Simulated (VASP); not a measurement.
Set up this calculation in VASP 6.6.1, as the native input.

```yaml
Task: single point
Functional: PBEsol
Potentials_or_basis: VASP PAW PBE potentials, release 64 (Ti_sv)
Cutoff: 520 eV
k_mesh: 24 × 24 × 12
Occupations: gaussian, width 0.1 eV
Spin: no spin polarisation
Dipole_correction: no
Further_INCAR_settings: ALGO = Fast; EDIFF = 1e-07; NBANDS = 19
```

The structure of Ti lies in POSCAR:

```
Ti
1.0
    2.9874482563      0.0000000000      0.0000000000
   -1.4937241282      2.5872060825      0.0000000000
    0.0000000000      0.0000000000      4.4804023370
Ti
2
Direct
    0.3333333333      0.6666666667      0.2500000000
    0.6666666667      0.3333333333      0.7500000000
```

This cell differs from its parent crystal: biaxial strain in the a-b plane: +3.0 %, then relaxed in part.

The input as run:

INCAR

```
PREC = Accurate ; ENCUT = 520
EDIFF = 1E-7 ; ISMEAR = 0
SIGMA = 0.1 ; LREAL = F
LASPH = T ; NELM = 80
ALGO = Fast ; ISIF = 2
LWAVE = F ; LCHARG = F
GGA = PS ; NBANDS = 19
```

KPOINTS

```
regular mesh
0
Gamma
  24 24 12
```

Potentials or basis: VASP PAW PBE potentials, release 64 (Ti_sv).

The run is started by

```sh
$ cat potpaw_PBE.64/Ti_sv/POTCAR > POTCAR
$ mpirun -np 1 vasp_std > vasp.out
```

It gave:

- Pressure: -4.1 GPa
- Band gap on the k mesh: zero (bands 12 and 13 overlap by 1.14 eV)

Caveat: the cell differs from its parent crystal (biaxial strain in the a-b plane: +3.0 %, then relaxed in part); the stress differs along the axes, from -6 to -0 GPa; the PAW data sets were made with another functional, which shifts forces and pressure a little.

Run time: 5.6 min on 1 thread of Intel(R) Xeon(R) 6975P-C (Granite Rapids) (shared host), peak memory 0.35 GiB.
